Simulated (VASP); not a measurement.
# Ca (Fm-3m) in VASP: further runs

Ca is run at these levels: PBEsol; tasks: single point.

Program: VASP 6.6.1. These are calculated values, not measurements. Logs are shortened: lines on timing, memory, paths and dates and some standing lists are left out, and cuts for length are marked.

### Step 1. The cell of the first run

Symmetry: Fm-3m, No. 225, cubic system. Conventional cell: a = 4.020 Å, b = 4.020 Å, c = 4.020 Å, α = 90.00°, β = 90.00°, γ = 90.00°. Within 3.7 Å of Ca (site symmetry m-3m) lie 12 Ca at 2.84 Å.

### Step 2. Single point, PBEsol (volume scaled by 0.4)

INCAR

```
PREC = Accurate
ENCUT = 520
EDIFF = 1E-7
ISMEAR = -1
SIGMA = 0.05
LREAL = False
LASPH = True
NELM = 100
ALGO = Normal
ISIF = 2
LWAVE = False
LCHARG = False
GGA = PS
NBANDS = 11
```

KPOINTS

```
regular mesh
0
Gamma
  13 13 13
```

POSCAR

```
Ca
1.0
    0.0000000000      2.0099999175      2.0099999175
    2.0099999175      0.0000000000      2.0099999175
    2.0099999175      2.0099999175      0.0000000000
Ca
1
Direct
    0.0000000000      0.0000000000      0.0000000000
```

Potentials or basis: VASP PAW PBE potentials, release 64 (Ca_sv).

Started as:

```console
cat potpaw_PBE.64/Ca_sv/POTCAR > POTCAR
mpirun -np 1 vasp_std > vasp.out
```

OUTCAR:

```text
PREC = Accurate
   ENCUT = 520
   EDIFF = 1E-7
   ISMEAR = -1
   LREAL = False
   LASPH = True
   NELM = 100
   ISIF = 2
   GGA = PS

 ion  position               nearest neighbor table
   1  0.000  0.000  0.000-

  LATTYP: Found a face centered cubic cell.
 ALAT       =     4.0199998350

  Lattice vectors:

 A1 = (   0.0000000000,   2.0099999175,   2.0099999175)
 A2 = (   2.0099999175,   0.0000000000,   2.0099999175)
 A3 = (   2.0099999175,   2.0099999175,   0.0000000000)

Analysis of symmetry for initial positions (statically):
=====================================================================
 Subroutine PRICEL returns:
 Original cell was already a primitive cell.

 Routine SETGRP: Setting up the symmetry group for a
 face centered cubic supercell.

 Subroutine GETGRP returns: Found 48 space group operations
[... 9 lines left out ...]

 Routine SETGRP: Setting up the symmetry group for a
 face centered cubic supercell.

 Subroutine GETGRP returns: Found 48 space group operations
[... 11 lines left out ...]
                                     Primitive cell

  volume of cell :      16.2412

  direct lattice vectors                    reciprocal lattice vectors
     0.000000000  2.009999918  2.009999918    -0.248756229  0.248756229  0.248756229
     2.009999918  0.000000000  2.009999918     0.248756229 -0.248756229  0.248756229
     2.009999918  2.009999918  0.000000000     0.248756229  0.248756229 -0.248756229

  length of vectors
     2.842569144  2.842569144  2.842569144     0.430858428  0.430858428  0.430858428

  position of ions in fractional coordinates (direct lattice)
     0.000000000  0.000000000  0.000000000

  ion indices of the primitive-cell ions
   primitive index   ion index
                 1           1

----------------------------------------------------------------------------------------

 KPOINTS: regular mesh

Automatic generation of k-mesh.
 Grid dimensions read from file:
 generate k-points for:   13   13   13

 Generating k-lattice:

  Cartesian coordinates                     Fractional coordinates (reciprocal lattice)
    -0.019135095  0.019135095  0.019135095     0.076923077  0.000000000  0.000000000
     0.019135095 -0.019135095  0.019135095     0.000000000  0.076923077  0.000000000
     0.019135095  0.019135095 -0.019135095     0.000000000  0.000000000  0.076923077

  Length of vectors
     0.033142956  0.033142956  0.033142956

  Shift w.r.t. Gamma in fractional coordinates (k-lattice)
     0.000000000  0.000000000  0.000000000

 Subroutine IBZKPT returns following result:
 ===========================================

 Found     84 irreducible k-points:

 Following reciprocal coordinates:
            Coordinates               Weight
  0.000000  0.000000  0.000000      1.000000
  0.076923  0.000000  0.000000      8.000000
  0.153846  0.000000  0.000000      8.000000
  0.230769  0.000000  0.000000      8.000000
  0.307692  0.000000  0.000000      8.000000
  0.384615  0.000000  0.000000      8.000000
[... 16 lines left out ...]
  0.384615  0.153846  0.000000     24.000000
  0.461538  0.153846  0.000000     24.000000
 [... further k-points ...]
   k-points           NKPTS =     84   k-points in BZ     NKDIM =     84   number of bands    NBANDS=     11
   number of dos      NEDOS =    301   number of ions     NIONS =      1
   total plane-waves  NPLWV =  13824
   dimension x,y,z NGX =    24 NGY =   24 NGZ =   24
   dimension x,y,z NGXF=    48 NGYF=   48 NGZF=   48
   ions per type =               1
   NGX,Y,Z   is equivalent  to a cutoff of  14.04, 14.04, 14.04 a.u.
   NGXF,Y,Z  is equivalent  to a cutoff of  28.07, 28.07, 28.07 a.u.
 SYSTEM =  unknown system
   PREC   = accura    normal or accurate (medium, high low for compatibility)
   ISTART =      0    job   : 0-new  1-cont  2-samecut
   ICHARG =      2    charge: 1-file 2-atom 10-const
   ISPIN  =      1    spin polarized calculation?
   LNONCOLLINEAR =      F non collinear calculations
   LSORBIT =      F    spin-orbit coupling
   LASPH  =      T    aspherical Exc in radial PAW
   ENCUT  =  520.0 eV  38.22 Ry    6.18 a.u.   5.29  5.29  5.29*2*pi/ulx,y,z
   NELM   =    100;   NELMIN=  2; NELMDL= -5     # of ELM steps
   EDIFF  = 0.1E-06   stopping-criterion for ELM
   LREAL  =      F    real-space projection
   EDIFFG = 0.1E-05   stopping-criterion for IOM
   NSW    =      0    number of steps for IOM
   IBRION =     -1    ionic relax: 0-MD 1-quasi-New 2-CG
   NFREE  =      0    steps in history (QN), initial steepest desc. (CG)
   ISIF   =      2    stress and relaxation
   ISYM   =      2    0-nonsym 1-usesym 2-fastsym
   POTIM  = 0.5000    time-step for ionic-motion
   TEBEG  =    0.0;   TEEND  =   0.0 temperature during run
   PSTRESS=    0.0 pullay stress
   NELECT =      10.0000    total number of electrons
   NUPDOWN=      -1.0000    fix difference up-down
   EMIN   =  10.00;   EMAX   =-10.00  energy-range for DOS
   EFERMI =   0.00;   METHOD = LEGACY
   ISMEAR =    -1;   SIGMA  =   0.05  broadening in eV -4-tet -1-fermi 0-gaus
   EFERMI_NEDOS =   21; number of points for ismear=-14 and -15
   IALGO  =     38    algorithm
   IMIX   =      4    mixing-type and parameters
     AMIX     =   0.40;   BMIX     =  1.00
     AMIX_MAG =   1.60;   BMIX_MAG =  1.00
  volume/ion in A,a.u.               =      16.24       109.60
  Fermi-wavevector in a.u.,A,eV,Ry     =   1.392736  2.631889 26.391404  1.939713
  Thomas-Fermi vector in A             =   2.516450
   LORBIT       =      0    0 simple, 1 ext, 2 COOP (PROOUT), +10 PAW based schemes
   GGA     = PS    functional components
   LHFCALC =     F    Hartree Fock is set to
   AEXX    =    0.0000 exact exchange contribution
   IVDW    =     0    specifies the selected vdW correction
   LEPSILON=     F    determine dielectric tensor
   LRPA    =     F    only Hartree local field effects (RPA)
 non-spin polarized calculation
  energy-cutoff  :      520.00
  volume of cell :       16.24
 maximum number of plane-waves:       447
 NGX is ok and might be reduce to    24
   NGX = 11   NGY = 11   NGZ = 11

 number of electron      10.0000000 magnetization

 Free energy of the ion-electron system (eV)
  ---------------------------------------------------
  ext. energy  EPLUGINS =         0.00000000
  ---------------------------------------------------
  free energy    TOTEN  =         0.36658516 eV

  energy without entropy =        0.37482630  energy(sigma->0) =        0.37070573

 E-fermi :   7.1204     XC(G=0): -11.5932

 val. band max:        7.0984829146   @ k =  -0.3077   0.2308   0.0769
 cond. band min:       7.1948163505   @ k =  -0.3846   0.2308   0.0000
 fundamental gap:      0.0963334359
 Fermi energy:         7.1203603236

 k-point     1 :       0.0000    0.0000    0.0000
  band No.  band energies     occupation
      1     -33.4473      2.00000
      2     -13.0947      2.00000
      3     -13.0947      2.00000
      4     -13.0947      2.00000
      5       2.9420      2.00000
      6      10.5320      0.00000
      7      10.5320      0.00000
      8      10.5320      0.00000
      9      13.5329      0.00000
     10      13.5329      0.00000
     11      21.6205      0.00000

 k-point     2 :       0.0769    0.0000    0.0000
  band No.  band energies     occupation
      1     -33.4128      2.00000
      2     -13.2656      2.00000
      3     -13.1123      2.00000
      4     -13.1123      2.00000
      5       3.2107      2.00000
      6      10.2875      0.00000
      7      10.6445      0.00000
      8      10.6445      0.00000
      9      13.4127      0.00000
     10      13.4127      0.00000
     11      22.1206      0.00000

 k-point     3 :       0.1538    0.0000    0.0000
  band No.  band energies     occupation
      1     -33.3158      2.00000
      2     -13.7213      2.00000
      3     -13.1605      2.00000
      4     -13.1605      2.00000
      5       3.9283      2.00000
      6       9.7463      0.00000
      7      10.8821      0.00000
      8      10.8821      0.00000
      9      13.2178      0.00000
     10      13.2178      0.00000
     11      23.1228      0.00000

 k-point     4 :       0.2308    0.0000    0.0000
  band No.  band energies     occupation
      1     -33.1755      2.00000
      2     -14.3271      2.00000
      3     -13.2272      2.00000
      4     -13.2272      2.00000
      5       4.8304      2.00000
      6       9.3082      0.00000
      7      10.9369      0.00000
      8      10.9369      0.00000
      9      13.3728      0.00000
     10      13.3728      0.00000
     11      22.1507      0.00000

 k-point     5 :       0.3077    0.0000    0.0000
  band No.  band energies     occupation
      1     -33.0215      2.00000
      2     -14.9339      2.00000
      3     -13.2967      2.00000
      4     -13.2967      2.00000
      5       5.4948      2.00000
      6       9.3844      0.00000
      7      10.6887      0.00000
      8      10.6887      0.00000
      9      14.0422      0.00000
     10      14.0422      0.00000
     11      21.0897      0.00000

 k-point     6 :       0.3846    0.0000    0.0000
  band No.  band energies     occupation
      1     -32.8898      2.00000
      2     -15.4145      2.00000
      3     -13.3532      2.00000
      4     -13.3532      2.00000
      5       5.6956      2.00000
      6      10.0201      0.00000
      7      10.3862      0.00000
      8      10.3862      0.00000
      9      14.8826      0.00000
     10      14.8826      0.00000
     11      20.5819      0.00000

 k-point     7 :       0.4615    0.0000    0.0000
  band No.  band energies     occupation
      1     -32.8136      2.00000
      2     -15.6787      2.00000
      3     -13.3847      2.00000
      4     -13.3847      2.00000
      5       5.6855      2.00000
      6      10.2038      0.00000
      7      10.2038      0.00000
      8      10.6210      0.00000
      9      15.4706      0.00000
     10      15.4706      0.00000
     11      20.7761      0.00000

 k-point     8 :       0.0769    0.0769    0.0000
  band No.  band energies     occupation
      1     -33.4013      2.00000
      2     -13.2633      2.00000
      3     -13.1475      2.00000
      4     -13.1475      2.00000
      5       3.2992      2.00000
      6      10.1351      0.00000
      7      10.7279      0.00000
      8      10.7279      0.00000
      9      13.0923      0.00000
     10      13.6331      0.00000
     11      22.2924      0.00000
[... 141 lines left out ...]
 k-point    19 :      -0.0769    0.0769    0.0000
  band No.  band energies     occupation
      1     -33.3575      2.00000
      2     -13.4933      2.00000
      3     -13.2031      2.00000
      4     -13.1143      2.00000
      5       3.6309      2.00000
      6       9.9188      0.00000
      7      10.8111      0.00000
      8      10.8310      0.00000
      9      12.9873      0.00000
     10      13.5295      0.00000
     11      22.8649      0.00000

 k-point    20 :       0.1538    0.1538    0.0000
  band No.  band energies     occupation
      1     -33.2723      2.00000
      2     -13.7026      2.00000
      3     -13.2911      2.00000
      4     -13.2911      2.00000
      5       4.2355      2.00000
      6       9.2054      0.00000
      7      11.3042      0.00000
      8      11.3042      0.00000
      9      12.0030      0.00000
     10      13.9192      0.00000
     11      23.9956      0.00000

 k-point    21 :       0.2308    0.1538    0.0000
  band No.  band energies     occupation
      1     -33.1675      2.00000
      2     -14.0899      2.00000
      3     -13.3818      2.00000
      4     -13.3650      2.00000
      5       4.9227      2.00000
      6       8.7070      0.00000
      7      11.0332      0.00000
      8      11.6330      0.00000
      9      12.1785      0.00000
     10      14.1322      0.00000
     11      24.2140      0.00000

 k-point    22 :       0.3077    0.1538    0.0000
  band No.  band energies     occupation
      1     -33.0322      2.00000
      2     -14.5886      2.00000
      3     -13.4619      2.00000
      4     -13.4587      2.00000
      5       5.7005      2.00000
      6       8.4192      0.00000
      7      10.3199      0.00000
      8      11.6722      0.00000
      9      13.1739      0.00000
     10      14.5970      0.00000
     11      23.0723      0.00000

 k-point    23 :       0.3846    0.1538    0.0000
  band No.  band energies     occupation
      1     -32.8963      2.00000
      2     -15.0542      2.00000
      3     -13.5805      2.00000
      4     -13.5139      2.00000
      5       6.2198      2.00000
      6       8.5070      0.00000
      7       9.8881      0.00000
      8      11.4335      0.00000
      9      14.4184      0.00000
     10      15.2410      0.00000
     11      22.0745      0.00000

 k-point    24 :       0.4615    0.1538    0.0000
  band No.  band energies     occupation
      1     -32.7922      2.00000
      2     -15.3867      2.00000
      3     -13.7045      2.00000
      4     -13.5269      2.00000
      5       6.4009      2.00000
      6       8.5907      0.00000
      7      10.0924      0.00000
      8      11.1394      0.00000
      9      15.6415      0.00000
     10      15.6841      0.00000
     11      21.2733      0.00000

 [... further k-points ...]
[... 5 lines left out ...]
  --------------------------------------------------------------------------------------
  -------------------------------------------------------------------------------------
  Total        5.7458861      5.7458861      5.7458861     -0.0000000      0.0000000     -0.0000000
  in kB      566.8256281    566.8256281    566.8256281     -0.0000000      0.0000000     -0.0000000
  external PRESSURE =     566.8256281 kB  Pullay stress =       0.0000000 kB

 VOLUME and BASIS-vectors are now :
 -----------------------------------------------------------------------------
  energy-cutoff  :      520.00
  volume of cell :       16.24
      direct lattice vectors                 reciprocal lattice vectors
     0.000000000  2.009999918  2.009999918    -0.248756229  0.248756229  0.248756229
     2.009999918  0.000000000  2.009999918     0.248756229 -0.248756229  0.248756229
     2.009999918  2.009999918  0.000000000     0.248756229  0.248756229 -0.248756229

 POSITION                                       TOTAL-FORCE (eV/Angst)
 -----------------------------------------------------------------------------------
      0.00000      0.00000      0.00000         0.000000      0.000000      0.000000
 -----------------------------------------------------------------------------------
    total drift:                                0.000000      0.000000     -0.000000

  FREE ENERGIE OF THE ION-ELECTRON SYSTEM (eV)
  ---------------------------------------------------
  free  energy   TOTEN  =         0.3665851611 eV

  energy  without entropy=        0.3748263040  energy(sigma->0) =        0.37070573
```

Wall time 8.2 s (1 thread of Intel Xeon Platinum 8488C (Sapphire Rapids), shared host); peak memory 0.14 GiB.

What came out:

| Quantity | Value |
| --- | --- |
| Free energy | 0.3666 eV |
| Pressure | 56.7 GPa |
| Band gap on the k mesh | zero (band 5 reaches 7.66 eV, above the bottom of band 6 at 6.26 eV) |

Caveat: the PAW data sets were made with another functional, which shifts forces and pressure a little.

### Step 3. Single point, PBEsol (volume scaled by 0.4)

INCAR

```
SYSTEM = Ca
ALGO     = Normal         ! electronic algorithm
EDIFF    = 1E-6           ! SCF threshold, eV
ENCUT    = 520            ! plane-wave cutoff, eV
GGA      = PS             ! functional
ISIF     = 2              ! what is computed and relaxed
ISMEAR   = -1             ! smearing method
LASPH    = .True.         ! aspherical terms in the spheres
LCHARG   = .False.        ! write CHGCAR
LREAL    = .False.        ! projectors in reciprocal space
LWAVE    = .False.        ! write WAVECAR
NBANDS   = 11             ! bands
NELM     = 100            ! most SCF steps
PREC     = Accurate       ! precision mode
SIGMA    = 0.05           ! smearing width, eV
```

KPOINTS

```
k-points
0
Gamma
  13 13 13
  0 0 0
```

POSCAR is that of step 2.

Potentials or basis: VASP PAW PBE potentials, release 64 (Ca_sv).

Started as:

```console
cat potpaw_PBE.64/Ca_sv/POTCAR > POTCAR
mpirun -np 1 vasp_std > vasp.out
```

It took 7 s on 1 thread of Intel Xeon Platinum 8488C (Sapphire Rapids), shared host; peak memory 0.15 GiB.

The run converged. Its results:

```
Free energy            : 0.3666 eV
Pressure               : 56.6 GPa
Band gap on the k mesh : zero (band 5 reaches 7.66 eV, above the bottom of band 6 at 6.26 eV)
```

Levels at points of the mesh, in eV from the Fermi level:
| k point | band 3 | band 4 | band 5 | band 6 | band 7 | band 8 |
| --- | --- | --- | --- | --- | --- | --- |
| (0.00, 0.00, 0.00) | -20.21 | -20.21 | -4.18 | 3.41 | 3.41 | 3.41 |

Caveat: the PAW data sets were made with another functional, which shifts forces and pressure a little.
